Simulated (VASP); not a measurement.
# Cu (I4/mmm) in VASP: notebook

Cu is run at these levels: PBE; tasks: single point.

Everything below comes from runs of VASP 6.6.1. Logs are shortened: lines on timing, memory, paths and dates and some standing lists are left out, and cuts for length are marked.

**1. The cell of the first run**

It takes space group I4/mmm (No. 139, tetragonal). The conventional cell has a = 2.492 Å, b = 2.492 Å, c = 3.615 Å, α = 90.00°, β = 90.00°, γ = 90.00°. Cu (site symmetry 4/mmm) has 12 Cu at 2.49 to 2.52 Å within 3.3 Å.

**2. Single point, PBE (strain -0.025 along x and y, +0.000 along z)**

Contents of INCAR:

```
SYSTEM = Cu
  PREC = Accurate
  ENCUT = 520
  EDIFF = 1E-6
  ISMEAR = 0
  SIGMA = 0.15
  LREAL = .False.
  LASPH = .True.
  NELM = 80
  ALGO = Normal
  ISIF = 2
  LWAVE = .False.
  LCHARG = .True.
  GGA = PE
  LELF = .True.
  LVHAR = .True.
  NBANDS = 12
```

Contents of KPOINTS:

```
Automatic mesh
0
Gamma
  22 22 22
  0 0 0
```

Contents of POSCAR:

```
Cu
1.0
    0.0000000000      1.7623125000      1.8075000000
    1.7623125000      0.0000000000      1.8075000000
    1.7623125000      1.7623125000      0.0000000000
Cu
1
Direct
    0.0000000000      0.0000000000      0.0000000000
```

Potentials or basis: VASP PAW PBE potentials, release 64 (Cu).

Run with:

```bash
cat potpaw_PBE.64/Cu/POTCAR > POTCAR
mpirun -np 1 vasp_std > vasp.out
```

OUTCAR:

```text
SYSTEM = Cu
   PREC = Accurate
   ENCUT = 520
   EDIFF = 1E-6
   ISMEAR = 0
   LREAL = .False.
   LASPH = .True.
   NELM = 80
   ISIF = 2
   GGA = PE

 ion  position               nearest neighbor table
   1  0.000  0.000  0.000-

  LATTYP: Found a body centered tetragonal cell.
 ALAT       =     2.4922862386
 C/A-ratio  =     1.4504754486

  Lattice vectors:

 A1 = (  -1.7623125000,   0.0000000000,   1.8075000000)
 A2 = (   1.7623125000,   0.0000000000,   1.8075000000)
 A3 = (   0.0000000000,   1.7623125000,  -1.8075000000)

Analysis of symmetry for initial positions (statically):
=====================================================================
 Subroutine PRICEL returns:
 Original cell was already a primitive cell.

 Routine SETGRP: Setting up the symmetry group for a
 body centered tetragonal supercell.

 Subroutine GETGRP returns: Found 16 space group operations
 (whereof 16 operations were pure point group operations)
 out of a pool of 16 trial point group operations.

The static configuration has the point symmetry D_4h.

Analysis of symmetry for dynamics (positions and initial velocities):
=====================================================================
 Subroutine PRICEL returns:
 Original cell was already a primitive cell.

 Routine SETGRP: Setting up the symmetry group for a
 body centered tetragonal supercell.

 Subroutine GETGRP returns: Found 16 space group operations
 (whereof 16 operations were pure point group operations)
 out of a pool of 16 trial point group operations.

The dynamic configuration has the point symmetry D_4h.

 Subroutine INISYM returns: Found 16 space group operations
 (whereof 16 operations are pure point group operations),
 and found     1 'primitive' translations

----------------------------------------------------------------------------------------

                                     Primitive cell

  volume of cell :      11.2273

  direct lattice vectors                    reciprocal lattice vectors
     0.000000000  1.762312500  1.807500000    -0.283718126  0.283718126  0.276625173
     1.762312500  0.000000000  1.807500000     0.283718126 -0.283718126  0.276625173
     1.762312500  1.762312500  0.000000000     0.283718126  0.283718126 -0.276625173

  length of vectors
     2.524440849  2.524440849  2.492286239     0.487353502  0.487353502  0.487353502

  position of ions in fractional coordinates (direct lattice)
     0.000000000  0.000000000  0.000000000

  ion indices of the primitive-cell ions
   primitive index   ion index
                 1           1

----------------------------------------------------------------------------------------

 KPOINTS: Automatic mesh

Automatic generation of k-mesh.
 Grid dimensions read from file:
 generate k-points for:   22   22   22

 Generating k-lattice:

  Cartesian coordinates                     Fractional coordinates (reciprocal lattice)
    -0.012896278  0.012896278  0.012573871     0.045454545 -0.000000000  0.000000000
     0.012896278 -0.012896278  0.012573871    -0.000000000  0.045454545  0.000000000
     0.012896278  0.012896278 -0.012573871     0.000000000  0.000000000  0.045454545

  Length of vectors
     0.022152432  0.022152432  0.022152432

  Shift w.r.t. Gamma in fractional coordinates (k-lattice)
     0.000000000  0.000000000  0.000000000

 Subroutine IBZKPT returns following result:
 ===========================================

 Found    834 irreducible k-points:

 Following reciprocal coordinates:
            Coordinates               Weight
  0.000000  0.000000  0.000000      1.000000
  0.045455  0.000000  0.000000      8.000000
  0.090909  0.000000  0.000000      8.000000
  0.136364  0.000000  0.000000      8.000000
  0.181818  0.000000  0.000000      8.000000
  0.227273  0.000000  0.000000      8.000000
[... 16 lines left out ...]
  0.500000  0.045455  0.000000      8.000000
 -0.454545  0.045455  0.000000      8.000000
 [... further k-points ...]
   k-points           NKPTS =    834   k-points in BZ     NKDIM =    834   number of bands    NBANDS=     12
   number of dos      NEDOS =    301   number of ions     NIONS =      1
   total plane-waves  NPLWV =   8000
   dimension x,y,z NGX =    20 NGY =   20 NGZ =   20
   dimension x,y,z NGXF=    40 NGYF=   40 NGZF=   40
   ions per type =               1
   NGX,Y,Z   is equivalent  to a cutoff of  13.17, 13.17, 13.34 a.u.
   NGXF,Y,Z  is equivalent  to a cutoff of  26.34, 26.34, 26.68 a.u.
 SYSTEM =  Cu
   PREC   = accura    normal or accurate (medium, high low for compatibility)
   ISTART =      0    job   : 0-new  1-cont  2-samecut
   ICHARG =      2    charge: 1-file 2-atom 10-const
   ISPIN  =      1    spin polarized calculation?
   LNONCOLLINEAR =      F non collinear calculations
   LSORBIT =      F    spin-orbit coupling
   LASPH  =      T    aspherical Exc in radial PAW
   ENCUT  =  520.0 eV  38.22 Ry    6.18 a.u.   4.69  4.69  4.63*2*pi/ulx,y,z
   NELM   =     80;   NELMIN=  2; NELMDL= -5     # of ELM steps
   EDIFF  = 0.1E-05   stopping-criterion for ELM
   LREAL  =      F    real-space projection
   EDIFFG = 0.1E-04   stopping-criterion for IOM
   NSW    =      0    number of steps for IOM
   IBRION =     -1    ionic relax: 0-MD 1-quasi-New 2-CG
   NFREE  =      0    steps in history (QN), initial steepest desc. (CG)
   ISIF   =      2    stress and relaxation
   ISYM   =      2    0-nonsym 1-usesym 2-fastsym
   POTIM  = 0.5000    time-step for ionic-motion
   TEBEG  =    0.0;   TEEND  =   0.0 temperature during run
   PSTRESS=    0.0 pullay stress
   NELECT =      11.0000    total number of electrons
   NUPDOWN=      -1.0000    fix difference up-down
   EMIN   =  10.00;   EMAX   =-10.00  energy-range for DOS
   EFERMI =   0.00;   METHOD = LEGACY
   ISMEAR =     0;   SIGMA  =   0.15  broadening in eV -4-tet -1-fermi 0-gaus
   EFERMI_NEDOS =   21; number of points for ismear=-14 and -15
   IALGO  =     38    algorithm
   IMIX   =      4    mixing-type and parameters
     AMIX     =   0.40;   BMIX     =  1.00
     AMIX_MAG =   1.60;   BMIX_MAG =  1.00
  volume/ion in A,a.u.               =      11.23        75.77
  Fermi-wavevector in a.u.,A,eV,Ry     =   1.625977  3.072651 35.971090  2.643801
  Thomas-Fermi vector in A             =   2.719012
   LORBIT       =      0    0 simple, 1 ext, 2 COOP (PROOUT), +10 PAW based schemes
   GGA     = PE    functional components
   LHFCALC =     F    Hartree Fock is set to
   AEXX    =    0.0000 exact exchange contribution
   IVDW    =     0    specifies the selected vdW correction
   LEPSILON=     F    determine dielectric tensor
   LRPA    =     F    only Hartree local field effects (RPA)
 non-spin polarized calculation
 Gauss-broadening in eV      SIGMA  =   0.15
  energy-cutoff  :      520.00
  volume of cell :       11.23
 maximum number of plane-waves:       318
   NGX =  9   NGY =  9   NGZ =  9

 number of electron      11.0000007 magnetization

 Free energy of the ion-electron system (eV)
  ---------------------------------------------------
  ext. energy  EPLUGINS =         0.00000000
  ---------------------------------------------------
  free energy    TOTEN  =        -3.70434817 eV

  energy without entropy =       -3.70170570  energy(sigma->0) =       -3.70302694

 E-fermi :   8.2406     XC(G=0): -13.0224

 val. band max:        8.2360261794   @ k =   0.5000   0.1364   0.3182
 cond. band min:       8.2429888691   @ k =   0.5000   0.2727   0.0909
 fundamental gap:      0.0069626897
 Fermi energy:         8.2406017163

 k-point     1 :       0.0000    0.0000    0.0000
  band No.  band energies     occupation
      1      -1.5134      2.00000
      2       4.9558      2.00000
      3       5.0899      2.00000
      4       5.0899      2.00000
      5       5.8642      2.00000
      6       5.9985      2.00000
      7      31.2412      0.00000
      8      34.1847      0.00000
      9      34.3235      0.00000
     10      34.3235      0.00000
     11      36.7965      0.00000
     12      36.7970      0.00000

 k-point     2 :       0.0455    0.0000    0.0000
  band No.  band energies     occupation
      1      -1.4352      2.00000
      2       4.9599      2.00000
      3       5.0838      2.00000
      4       5.1054      2.00000
      5       5.8590      2.00000
      6       5.9910      2.00000
      7      30.8905      0.00000
      8      33.0989      0.00000
      9      33.9667      0.00000
     10      34.0692      0.00000
     11      37.1630      0.00000
     12      37.2160      0.00000

 k-point     3 :       0.0909    0.0000    0.0000
  band No.  band energies     occupation
      1      -1.2023      2.00000
      2       4.9482      2.00000
      3       5.0881      2.00000
      4       5.1481      2.00000
      5       5.8476      2.00000
      6       5.9720      2.00000
      7      29.3150      0.00000
      8      32.2149      0.00000
      9      33.4177      0.00000
     10      33.5557      0.00000
     11      37.9952      0.00000
     12      38.0198      0.00000

 k-point     4 :       0.1364    0.0000    0.0000
  band No.  band energies     occupation
      1      -0.8206      2.00000
      2       4.8948      2.00000
      3       5.1240      2.00000
      4       5.2060      2.00000
      5       5.8438      2.00000
      6       5.9530      2.00000
      7      27.0102      0.00000
      8      31.9138      0.00000
      9      32.8479      0.00000
     10      33.0275      0.00000
     11      38.4184      0.00000
     12      38.8989      0.00000

 k-point     5 :       0.1818    0.0000    0.0000
  band No.  band energies     occupation
      1      -0.3019      2.00000
      2       4.8246      2.00000
      3       5.1591      2.00000
      4       5.2574      2.00000
      5       5.8705      2.00000
      6       5.9545      2.00000
      7      24.6109      0.00000
      8      31.6316      0.00000
      9      32.3491      0.00000
     10      32.5632      0.00000
     11      38.1232      0.00000
     12      39.0084      0.00000
[... 228 lines left out ...]
      1       2.6064      2.00000
      2       4.9637      2.00000
      3       5.1592      2.00000
      4       5.5445      2.00000
      5       6.4489      2.00000
      6       6.5942      2.00000
      7      14.7757      0.00000
      8      29.4061      0.00000
      9      30.3016      0.00000
     10      31.0788      0.00000
     11      34.5223      0.00000
     12      36.4063      0.00000

 k-point    22 :       0.4545    0.0455    0.0000
  band No.  band energies     occupation
      1       2.8211      2.00000
      2       4.9276      2.00000
      3       5.1205      2.00000
      4       6.0108      2.00000
      5       6.5078      2.00000
      6       7.0064      2.00000
      7      13.2510      0.00000
      8      29.0064      0.00000
      9      30.4985      0.00000
     10      30.7705      0.00000
     11      34.4988      0.00000
     12      35.7185      0.00000

 k-point    23 :       0.5000    0.0455    0.0000
  band No.  band energies     occupation
      1       2.8990      2.00000
      2       4.9136      2.00000
      3       5.0992      2.00000
      4       6.2137      2.00000
      5       6.5235      2.00000
      6       7.4456      2.00000
      7      12.3464      0.00000
      8      28.6656      0.00000
      9      30.6458      0.00000
     10      30.8359      0.00000
     11      34.6089      0.00000
     12      35.1831      0.00000

 k-point    24 :      -0.4545    0.0455    0.0000
  band No.  band energies     occupation
      1       2.8878      2.00000
      2       4.9224      2.00000
      3       5.0987      2.00000
      4       6.1909      2.00000
      5       6.4921      2.00000
      6       7.3692      2.00000
      7      12.5144      0.00000
      8      28.4237      0.00000
      9      30.6825      0.00000
     10      31.3049      0.00000
     11      34.8129      0.00000
     12      34.8577      0.00000

 [... further k-points ...]

------------------------ aborting loop because EDIFF is reached ----------------------------------------

  FORCE on cell =-STRESS in cart. coord.  units (eV):
  Direction    XX          YY          ZZ          XY          YZ          ZX
  --------------------------------------------------------------------------------------
  -------------------------------------------------------------------------------------
  Total        0.8124195      0.8124195      0.6809878      0.0000000      0.0000000      0.0000000
  in kB      115.9355939    115.9355939     97.1797414      0.0000000      0.0000000      0.0000000
  external PRESSURE =     109.6836431 kB  Pullay stress =       0.0000000 kB

 VOLUME and BASIS-vectors are now :
 -----------------------------------------------------------------------------
  energy-cutoff  :      520.00
  volume of cell :       11.23
      direct lattice vectors                 reciprocal lattice vectors
     0.000000000  1.762312500  1.807500000    -0.283718126  0.283718126  0.276625173
     1.762312500  0.000000000  1.807500000     0.283718126 -0.283718126  0.276625173
     1.762312500  1.762312500  0.000000000     0.283718126  0.283718126 -0.276625173

 POSITION                                       TOTAL-FORCE (eV/Angst)
 -----------------------------------------------------------------------------------
      0.00000      0.00000      0.00000        -0.000000      0.000000     -0.000000
 -----------------------------------------------------------------------------------
    total drift:                               -0.000000     -0.000000     -0.000000

  FREE ENERGIE OF THE ION-ELECTRON SYSTEM (eV)
  ---------------------------------------------------
  free  energy   TOTEN  =        -3.7043481702 eV

  energy  without entropy=       -3.7017057001  energy(sigma->0) =       -3.70302694
```

Run time: 2.9 min. Hardware: 1 thread of AMD EPYC 7R13, shared host; peak memory 0.19 GiB.

Results:

- Free energy: -3.7043 eV
- Pressure: 11.0 GPa
- Band gap on the k mesh: zero (an odd number of electrons rules out a gap without spin polarisation)

Stress tensor (GPa, compression positive):
```
11.59  0.00  0.00
 0.00 11.59  0.00
 0.00  0.00  9.72
```

Caveat: the cell differs from its parent crystal (strain -0.025 along x and y, +0.000 along z); the cell stands under pressure.

**3. Single point, PBE (strain +0.000 along x and y, -0.025 along z)**

Contents of INCAR:

```
SYSTEM = Cu
  PREC = Accurate
  ENCUT = 520
  EDIFF = 1E-6
  ISMEAR = 0
  SIGMA = 0.15
  LREAL = .FALSE.
  LASPH = .TRUE.
  NELM = 80
  ALGO = Fast
  ISIF = 2
  LWAVE = .FALSE.
  LCHARG = .TRUE.
  GGA = PE
  LELF = .TRUE.
  LVHAR = .TRUE.
  NBANDS = 12
```

Contents of KPOINTS:

```
Automatic mesh
0
G
  22 22 22
  0 0 0
```

Contents of POSCAR:

```
Cu
1.0
    0.0000000000      1.8075000000      1.7623125000
    1.8075000000      0.0000000000      1.7623125000
    1.8075000000      1.8075000000      0.0000000000
Cu
1
Direct
    0.0000000000      0.0000000000      0.0000000000
```

Potentials or basis: VASP PAW PBE potentials, release 64 (Cu).

Run with:

```bash
cat potpaw_PBE.64/Cu/POTCAR > POTCAR
mpirun -np 1 vasp_std > vasp.out
```

It took 3.2 min on 1 thread of AMD EPYC 7R13, shared host; peak memory 0.19 GiB.

Results (log left out):

```yaml
Free_energy: -3.7201 eV
Pressure: 6.3 GPa
Band_gap_on_the_k_mesh: zero (an odd number of electrons rules out a gap without spin polarisation)
```

Stress tensor (GPa, compression positive):
```
5.81 0.00 0.00
0.00 5.81 0.00
0.00 0.00 7.29
```

Levels at points of the mesh, in eV from the Fermi level:
```csv
k point,band 3,band 4,band 5,band 6,band 7,band 8,band 9,band 10
"(0.00, 0.00, 0.00)",-3.15,-3.02,-2.32,-2.19,22.81,25.60,25.60,25.73
"(0.50, 0.00, 0.00)",-3.08,-1.69,-1.64,-1.08,3.89,21.13,22.05,23.06
"(0.50, 0.50, 0.00)",-1.68,-1.51,-1.51,1.85,7.74,12.87,12.87,17.50
"(0.50, 0.00, 0.50)",-1.68,-1.56,-1.48,1.29,7.07,13.47,13.51,18.01
```

Caveat: the cell differs from its parent crystal (strain +0.000 along x and y, -0.025 along z); the cell stands under pressure.
